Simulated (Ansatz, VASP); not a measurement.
Given: the input of a run of VASP 6.6.1 on Rh.

The input INCAR:

```
PREC = Accurate ; ENCUT = 600
EDIFF = 1E-6 ; ISMEAR = -1
SIGMA = 0.05 ; LREAL = False
LASPH = True ; NELM = 80
ALGO = Normal ; ISIF = 3
LWAVE = False ; LCHARG = False
GGA = RP ; IVDW = 13
IBRION = 2 ; NSW = 60
EDIFFG = -0.01
```

Contents of KPOINTS:

```
Automatic mesh
0
Gamma
  12 12 12
```

The input POSCAR:

```
Rh
1.0
    0.0000000000      1.8978500000      1.8978500000
    1.8978500000      0.0000000000      1.8978500000
    1.8978500000      1.8978500000      0.0000000000
Rh
1
Direct
    0.0000000000      0.0000000000      0.0000000000
```

Potentials or basis: VASP PAW PBE potentials, release 64 (Rh_pv).

Command:

```sh
$ cat potpaw_PBE.64/Rh_pv/POTCAR > POTCAR
$ mpirun -np 1 vasp_std > vasp.out
```

Question: Set up the same calculation for Ansatz 0.2.0. Potentials there: Ansatz PAW.

Answer: As run (the cutoff follows the program's own potentials):

Contents of input.yaml:

```yaml
crystal:
  lattice:
    - [0.0, 1.89785, 1.89785]
    - [1.89785, 0.0, 1.89785]
    - [1.89785, 1.89785, 0.0]
  atoms:
    - { symbol: Rh, position: [0.0, 0.0, 0.0] }
hamiltonian:
  xc: rpbe
  pseudopotentials: { kind: paw }
  dispersion: d4
kpoints:
  mp_grid: { grid: [12, 12, 12] }
scf:
  occupations: { method: fermi_dirac, width: 0.05 }
output:
  forces: true
  stress: true
relax:
  f_tol: 0.01
  max_steps: 40
  cell: { stress_tol: 0.05 }
```

Potentials or basis: Ansatz PAW.

Run with:

```console
$ ansatz run input.yaml --threads 2 --pin off --max-ram 5632MiB --backend cpu --events-out ev --progress --plain --runs-dir out
```

Both were run:

|  | VASP | Ansatz | Ansatz less VASP |
| --- | --- | --- | --- |
| relaxed volume (Å³/atom) | 13.39 | 13.39 | +0.001 |
| relaxed cell length with the largest relative difference (Å) | 2.665 | 2.665 | 0.0000 |

VASP's potentials were made for PBE, not for RPBE. VASP's potentials hold 15 valence electrons a cell and Ansatz's 17, so a difference there can come from the potentials and not from the codes.

Noted on Ansatz's run: the plane-wave basis is chosen anew once the cell has moved, so the energies of steps on either side of that aren't comparable.
